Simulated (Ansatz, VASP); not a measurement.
## Sn in VASP and in Ansatz

```
CELL_PARAMETERS angstrom
-1.89465 1.89465 1.89465
1.89465 -1.89465 1.89465
1.89465 1.89465 -1.89465
ATOMIC_POSITIONS crystal
Sn 0.00000 0.00000 0.00000
```

Alike in both runs: functional PBEsol; k mesh 7 × 7 × 7; occupations fermi-dirac, width 0.05 eV; non-collinear spin, spin-orbit coupling.

|  | VASP | Ansatz |
| --- | --- | --- |
| version | VASP 6.6.1 | Ansatz 0.2.0 |
| potentials or method | VASP PAW PBE potentials, release 64 (Sn_d) | Ansatz PAW |
| plane-wave cutoff (eV) | 500 | 420 |
| valence electrons in the cell | 14 | 14 |
| task | single point | band structure |

|  | VASP | Ansatz | Ansatz less VASP |
| --- | --- | --- | --- |
| pressure (GPa) | -1.9 | -1.8 | +0.06 |
| net moment per atom (μB) | 0.00 | 0.00 | 0.000 |

VASP's potentials were made for PBE, not for PBEsol. With one functional, cell and mesh, what is left measures potentials, basis and numerics.
